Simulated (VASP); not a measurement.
# Sn (Fd-3m) in VASP: further runs

Runs on Sn. Level: LDA. Tasks: single point.

All numbers are computed with VASP 6.6.1; they aren't measurements. Logs are shortened: lines on timing, memory, paths and dates and some standing lists are left out, and cuts for length are marked.

**1. The cell of the first run**

Symmetry: Fd-3m, No. 227, cubic system. Conventional cell: a = 6.570 Å, b = 6.570 Å, c = 6.570 Å, α = 90.00°, β = 90.00°, γ = 90.00°. Within 3.7 Å of Sn (site symmetry -43m) lie 4 Sn at 2.84 Å.

This isn't the form of Sn at room conditions, which is tetragonal (white tin).

**2. Single point, LDA**

The input, INCAR:

```
PREC     = Accurate       # precision mode
ENCUT    = 520            # plane-wave cutoff, eV
EDIFF    = 1E-7           # SCF threshold, eV
ISMEAR   = 0              # smearing method
SIGMA    = 0.1            # smearing width, eV
LREAL    = False          # projectors in reciprocal space
LASPH    = True           # aspherical terms in the spheres
NELM     = 100            # most SCF steps
ALGO     = Fast           # electronic algorithm
ISIF     = 2              # what is computed and relaxed
LWAVE    = False          # write WAVECAR
LCHARG   = True           # write CHGCAR
LELF     = True           # ELF
LVHAR    = True         
NBANDS   = 21             # bands
```

The input, KPOINTS:

```
Automatic mesh
0
Gamma
  6 6 6
```

The input, POSCAR:

```
Sn
1.0
    0.0000000000      3.2849870000      3.2849870000
    3.2849870000      0.0000000000      3.2849870000
    3.2849870000      3.2849870000      0.0000000000
Sn
2
Direct
    0.5000000000      0.5000000000      0.5000000000
    0.7500000000      0.7500000000      0.7500000000
```

Potentials or basis: VASP PAW LDA potentials, release 64 (Sn_d).

The run is started by

```bash
cat potpaw_LDA.64/Sn_d/POTCAR > POTCAR
mpirun -np 1 vasp_std > vasp.out
```

OUTCAR:

```text
PREC = Accurate
   ENCUT = 520
   EDIFF = 1E-7
   ISMEAR = 0
   LREAL = False
   LASPH = True
   NELM = 100
   ISIF = 2

 ion  position               nearest neighbor table
   1  0.500  0.500  0.500-   2 2.84   2 2.84   2 2.84   2 2.84
   2  0.750  0.750  0.750-   1 2.84   1 2.84   1 2.84   1 2.84

  LATTYP: Found a face centered cubic cell.
 ALAT       =     6.5699740000

  Lattice vectors:

 A1 = (   0.0000000000,   3.2849870000,   3.2849870000)
 A2 = (   3.2849870000,   0.0000000000,   3.2849870000)
 A3 = (   3.2849870000,   3.2849870000,   0.0000000000)

Analysis of symmetry for initial positions (statically):
=====================================================================
 Subroutine PRICEL returns:
 Original cell was already a primitive cell.

 Routine SETGRP: Setting up the symmetry group for a
 face centered cubic supercell.

 Subroutine GETGRP returns: Found 48 space group operations
 (whereof 24 operations were pure point group operations)
 out of a pool of 48 trial point group operations.

The static configuration has the point symmetry T_d .
 The point group associated with its full space group is O_h .

Analysis of symmetry for dynamics (positions and initial velocities):
=====================================================================
 Subroutine PRICEL returns:
 Original cell was already a primitive cell.

 Routine SETGRP: Setting up the symmetry group for a
 face centered cubic supercell.

 Subroutine GETGRP returns: Found 48 space group operations
 (whereof 24 operations were pure point group operations)
 out of a pool of 48 trial point group operations.

The dynamic configuration has the point symmetry T_d .
 The point group associated with its full space group is O_h .

 Subroutine INISYM returns: Found 48 space group operations
 (whereof 24 operations are pure point group operations),
 and found     1 'primitive' translations

----------------------------------------------------------------------------------------

                                     Primitive cell

  volume of cell :      70.8975

  direct lattice vectors                    reciprocal lattice vectors
     0.000000000  3.284987000  3.284987000    -0.152207604  0.152207604  0.152207604
     3.284987000  0.000000000  3.284987000     0.152207604 -0.152207604  0.152207604
     3.284987000  3.284987000  0.000000000     0.152207604  0.152207604 -0.152207604
[... 71 lines left out ...]
   LSORBIT =      F    spin-orbit coupling
   LASPH  =      T    aspherical Exc in radial PAW
   ENCUT  =  520.0 eV  38.22 Ry    6.18 a.u.   8.64  8.64  8.64*2*pi/ulx,y,z
   NELM   =    100;   NELMIN=  2; NELMDL= -5     # of ELM steps
   EDIFF  = 0.1E-06   stopping-criterion for ELM
   LREAL  =      F    real-space projection
   EDIFFG = 0.1E-05   stopping-criterion for IOM
   NSW    =      0    number of steps for IOM
   IBRION =     -1    ionic relax: 0-MD 1-quasi-New 2-CG
   NFREE  =      0    steps in history (QN), initial steepest desc. (CG)
   ISIF   =      2    stress and relaxation
   ISYM   =      2    0-nonsym 1-usesym 2-fastsym
   POTIM  = 0.5000    time-step for ionic-motion
   TEBEG  =    0.0;   TEEND  =   0.0 temperature during run
   PSTRESS=    0.0 pullay stress
   NELECT =      28.0000    total number of electrons
   NUPDOWN=      -1.0000    fix difference up-down
   EMIN   =  10.00;   EMAX   =-10.00  energy-range for DOS
   EFERMI =   0.00;   METHOD = LEGACY
   ISMEAR =     0;   SIGMA  =   0.10  broadening in eV -4-tet -1-fermi 0-gaus
   EFERMI_NEDOS =   21; number of points for ismear=-14 and -15
   IALGO  =     68    algorithm
   IMIX   =      4    mixing-type and parameters
     AMIX     =   0.40;   BMIX     =  1.00
     AMIX_MAG =   1.60;   BMIX_MAG =  1.00
  volume/ion in A,a.u.               =      35.45       239.22
  Fermi-wavevector in a.u.,A,eV,Ry     =   1.201113  2.269774 19.628749  1.442672
  Thomas-Fermi vector in A             =   2.336931
   LORBIT       =      0    0 simple, 1 ext, 2 COOP (PROOUT), +10 PAW based schemes
   GGA     = CA    functional components
   LHFCALC =     F    Hartree Fock is set to
   AEXX    =    0.0000 exact exchange contribution
   IVDW    =     0    specifies the selected vdW correction
   LEPSILON=     F    determine dielectric tensor
   LRPA    =     F    only Hartree local field effects (RPA)
 non-spin polarized calculation
 RMM-DIIS sequential band-by-band and
 Gauss-broadening in eV      SIGMA  =   0.10
  energy-cutoff  :      520.00
  volume of cell :       70.90
 maximum number of plane-waves:      1932
 NGX is ok and might be reduce to    36
   NGX = 17   NGY = 17   NGZ = 17

 number of electron      27.9999985 magnetization

 Free energy of the ion-electron system (eV)
  ---------------------------------------------------
  ext. energy  EPLUGINS =         0.00000000
  ---------------------------------------------------
  free energy    TOTEN  =        -8.89096939 eV

  energy without entropy =       -8.88951969  energy(sigma->0) =       -8.89024454

 E-fermi :   4.8205     XC(G=0):  -9.0324

 val. band max:        4.8165761514   @ k =   0.5000   0.0000   0.0000
 cond. band min:       4.9881559774   @ k =   0.3333   0.0000   0.0000
 fundamental gap:      0.1715798260
 Fermi energy:         4.8205139681

 k-point     1 :       0.0000    0.0000    0.0000
  band No.  band energies     occupation
      1     -16.5522      2.00000
      2     -16.5522      2.00000
      3     -16.5522      2.00000
      4     -16.4960      2.00000
      5     -16.4960      2.00000
      6     -16.2130      2.00000
[... 373 lines left out ...]
     20      13.7543      0.00000
     21      15.0331      0.00000

------------------------ aborting loop because EDIFF is reached ----------------------------------------

  FORCE on cell =-STRESS in cart. coord.  units (eV):
  Direction    XX          YY          ZZ          XY          YZ          ZX
  --------------------------------------------------------------------------------------
  -------------------------------------------------------------------------------------
  Total       -0.7771706     -0.7771706     -0.7771706      0.0000000      0.0000000     -0.0000000
  in kB      -17.5628907    -17.5628907    -17.5628907      0.0000000      0.0000000     -0.0000000
  external PRESSURE =     -17.5628907 kB  Pullay stress =       0.0000000 kB

 VOLUME and BASIS-vectors are now :
 -----------------------------------------------------------------------------
  energy-cutoff  :      520.00
  volume of cell :       70.90
      direct lattice vectors                 reciprocal lattice vectors
     0.000000000  3.284987000  3.284987000    -0.152207604  0.152207604  0.152207604
     3.284987000  0.000000000  3.284987000     0.152207604 -0.152207604  0.152207604
     3.284987000  3.284987000  0.000000000     0.152207604  0.152207604 -0.152207604

 POSITION                                       TOTAL-FORCE (eV/Angst)
 -----------------------------------------------------------------------------------
      3.28499      3.28499      3.28499        -0.000000     -0.000000     -0.000000
      4.92748      4.92748      4.92748         0.000000      0.000000      0.000000
 -----------------------------------------------------------------------------------
    total drift:                                0.000000      0.000000      0.000000

  FREE ENERGIE OF THE ION-ELECTRON SYSTEM (eV)
  ---------------------------------------------------
  free  energy   TOTEN  =        -8.8909693929 eV

  energy  without entropy=       -8.8895196874  energy(sigma->0) =       -8.89024454
```

Run time: 26 s. Hardware: 1 thread of Intel Xeon Platinum 8488C (Sapphire Rapids), shared host; peak memory 0.17 GiB.

What came out:

| Item | Value |
| --- | --- |
| Free energy | -8.8910 eV |
| Pressure | -1.8 GPa |
| Band gap on the k mesh | zero (bands 14 and 15 overlap by 0.26 eV) |

Levels at points of the mesh, in eV from the Fermi level:
| k point | band 11 | band 12 | band 13 | band 14 | band 15 | band 16 | band 17 | band 18 |
| --- | --- | --- | --- | --- | --- | --- | --- | --- |
| (0.00, 0.00, 0.00) | -10.24 | -0.88 | 0.26 | 0.26 | 0.26 | 2.31 | 2.31 | 2.31 |
| (0.50, 0.00, 0.00) | -8.69 | -6.04 | -0.89 | -0.89 | 0.00 | 3.37 | 3.37 | 5.71 |
| (0.50, 0.50, 0.00) | -7.27 | -7.27 | -2.18 | -2.18 | 0.96 | 0.96 | 7.58 | 7.58 |

Caveat: spin-orbit coupling is left out, which moves the levels of the heavy elements.

**3. Single point, LDA**

This run uses another cell than the first one, of 33.90 Å³/atom.

The input, INCAR:

```
SYSTEM = Sn
PREC = Accurate
ENCUT = 520
EDIFF = 1E-6
ISMEAR = 0
SIGMA = 0.1
LREAL = .FALSE.
LASPH = .TRUE.
NELM = 80
ALGO = Fast
ISIF = 2
LWAVE = .FALSE.
LCHARG = .FALSE.
GGA = CA
NBANDS = 21
```

The input, KPOINTS:

```
regular mesh
0
G
  16 16 16
  0 0 0
```

The input, POSCAR:

```
Sn
1.0
    0.0000000000      3.2364709887      3.2364709887
    3.2364709887      0.0000000000      3.2364709887
    3.2364709887      3.2364709887      0.0000000000
Sn
2
Direct
    0.5000000000      0.5000000000      0.5000000000
    0.7500000000      0.7500000000      0.7500000000
```

Potentials or basis: VASP PAW LDA potentials, release 64 (Sn_d).

The run is started by

```bash
cat potpaw_LDA.64/Sn_d/POTCAR > POTCAR
mpirun -np 1 vasp_std > vasp.out
```

Wall time 2.7 min (1 thread of Intel Xeon Platinum 8488C (Sapphire Rapids), shared host); peak memory 0.28 GiB.

It converged, with:

```yaml
Free_energy: -8.9435 eV
Pressure: 0.0 GPa
Band_gap_on_the_k_mesh: zero (bands 14 and 15 overlap by 0.17 eV)
```

Levels at points of the mesh, in eV from the Fermi level:
```tsv
k point	band 12	band 13	band 14	band 15	band 16	band 17
(0.00, 0.00, 0.00)	-0.75	0.08	0.08	0.08	2.14	2.14
(0.50, 0.00, 0.00)	-6.38	-1.14	-1.14	-0.10	3.21	3.21
(0.50, 0.50, 0.00)	-7.60	-2.50	-2.50	0.74	0.74	7.69
```

Caveat: spin-orbit coupling is left out, which moves the levels of the heavy elements.

The gap in the log of VASP goes by the Fermi energy; the results here count the filled bands.